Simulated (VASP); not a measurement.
Al3GaN4: single point with r2SCAN

The system is Al3GaN4.

```
Al Ga N
1.0
     0.00000   -4.40124    0.00000
     0.00000    0.00000   -4.40124
    11.80247    0.00000    0.00000
Al Ga N
6 2 8
Direct
  0.50000 0.00000 0.70025
  0.50000 0.00000 0.32734
  0.00000 0.50000 0.70025
  0.00000 0.50000 0.32734
  0.50000 0.50000 0.14088
  0.50000 0.50000 0.51379
  0.00000 0.00000 0.14088
  0.00000 0.00000 0.51379
  0.25554 0.74446 0.04559
  0.25554 0.74446 0.41850
  0.74446 0.25554 0.04559
  0.74446 0.25554 0.41850
  0.25554 0.25554 0.60909
  0.25554 0.25554 0.23618
  0.74446 0.74446 0.60909
  0.74446 0.74446 0.23618
```

This cell differs from its parent crystal: the distance across one plane changed.

- Program: VASP 6.6.1
- Task: single point
- Functional: r2SCAN
- Potentials or basis: VASP PAW PBE potentials, release 64 (Al, Ga_d, N)
- Cutoff: 520 eV
- k mesh: 5 × 5 × 3
- Occupations: gaussian, width 0.05 eV
- Spin: no spin polarisation

| Quantity | Value |
| --- | --- |
| Pressure | -1.8 GPa |
| Largest force | 2.153 eV/Å |
| Band gap on the k mesh | zero (bands 42 and 43 overlap by 0.05 eV) |

Forces on the atoms (eV/Å):
```
Al   0.360  0.000  0.000
Al  -0.977  0.000  0.000
Al   0.360  0.000  0.000
Al  -0.977  0.000  0.000
Al  -1.614  0.000  0.000
Al  -0.796  0.000  0.000
Ga  -2.153  0.000  0.000
Ga  -0.834  0.000  0.000
N    1.177  0.166 -0.166
N    0.773 -0.042  0.042
N    1.177 -0.166  0.166
N    0.773  0.042 -0.042
N    0.317 -0.163 -0.163
N    1.049 -0.099 -0.099
N    0.317  0.163  0.163
N    1.049  0.099  0.099
```

Stress tensor (GPa, compression positive):
```
-2.68  0.00  0.00
 0.00 -1.31 -1.25
 0.00 -1.25 -1.31
```

Levels at points of the mesh, in eV from the Fermi level:
| k point | band 38 | band 39 | band 40 | band 41 | band 42 | band 43 | band 44 | band 45 | band 46 | band 47 |
| --- | --- | --- | --- | --- | --- | --- | --- | --- | --- | --- |
| (0.00, 0.00, 0.00) | -1.23 | -0.72 | -0.60 | -0.60 | -0.16 | -0.02 | 1.07 | 2.17 | 3.01 | 3.27 |

It took 43 min on 1 thread of Intel Xeon 8259CL, with other jobs on the host, peak memory 0.44 GiB.

Caveat: the cell differs from its parent crystal (the distance across one plane changed); semilocal functionals underestimate gaps, and a narrow one can read as zero; the PAW data sets were made with another functional, which shifts forces and pressure a little.
